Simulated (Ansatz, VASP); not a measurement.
La3Si2Br: VASP beside Ansatz

File INCAR:

```
  ALGO = Normal
  EDIFF = 1E-6
  ENCUT = 520
  GGA = PE
  ISIF = 2
  ISMEAR = 0
  LASPH = T
  LCHARG = F
  LREAL = F
  LWAVE = F
  NBANDS = 33
  NELM = 100
  PREC = Accurate
  SIGMA = 0.1
```

Contents of KPOINTS:

```
k-points
0
Gamma
  3 3 4
```

POSCAR

```
La3Si2Br
1.0
    6.6162388200      0.0000000000      0.0000000000
   -3.3081194100      5.7298308900      0.0000000000
    0.0000000000      0.0000000000      4.3154162200
La Si Br
3 2 1
Direct
    0.5000000000      0.5000000000      0.5000000000
    0.5000000000      0.0000000000      0.5000000000
    0.0000000000      0.5000000000      0.5000000000
    0.6666666700      0.3333333300      0.0000000000
    0.3333333300      0.6666666700      0.0000000000
    0.0000000000      0.0000000000      0.0000000000
```

Input for Ansatz:

```yaml
crystal:
  lattice:
    - [6.61623882, 0.0, 0.0]
    - [-3.30811941, 5.72983089, 0.0]
    - [0.0, 0.0, 4.31541622]
  atoms:
    - { symbol: La, position: [0.5, 0.5, 0.5] }
    - { symbol: La, position: [0.5, 0.0, 0.5] }
    - { symbol: La, position: [0.0, 0.5, 0.5] }
    - { symbol: Si, position: [0.66666667, 0.33333333, 0.0] }
    - { symbol: Si, position: [0.33333333, 0.66666667, 0.0] }
    - { symbol: Br, position: [0.0, 0.0, 0.0] }
basis:
  ecutwfc: 420
kpoints:
  mp_grid: { grid: [3, 3, 4] }
hamiltonian:
  xc: pbe
scf:
  occupations: { method: gaussian, width: 0.1 }
  lower_state_search: "off"
output:
  forces: true
  stress: true
  eigenvalues: true
```

Change from the starting cell: species swapped into the YSi2Ru3 type (P6/mmm, No. 191).

Alike in both runs: task single point; functional PBE; k mesh 3 × 3 × 4; occupations gaussian, width 0.1 eV; no spin polarisation.

|  | VASP | Ansatz |
| --- | --- | --- |
| version | VASP 6.6.1 | Ansatz 0.2.0 |
| potentials or method | VASP PAW PBE potentials, release 64 (La, Si, Br), cutoff 520 eV | scalar-relativistic, plane waves, PAW |
| valence electrons in the cell | 48 | 48 |

|  | VASP | Ansatz | Ansatz less VASP |
| --- | --- | --- | --- |
| gap on the k mesh at the Fermi level (eV) | none | none | - |
| pressure (GPa) | 10.3 | 10.3 | 0.00 |
| traceless stress, the component that is largest in VASP (GPa) | -5.33 | -5.24 | +0.085 |

A gap of «none» marks a metal or a gap that the smearing closes. The functional is the same, so the differences come from potentials, cutoffs and numerics.

The k mesh is coarse, so the values compare programs but aren't converged. Spin-orbit coupling is off throughout.
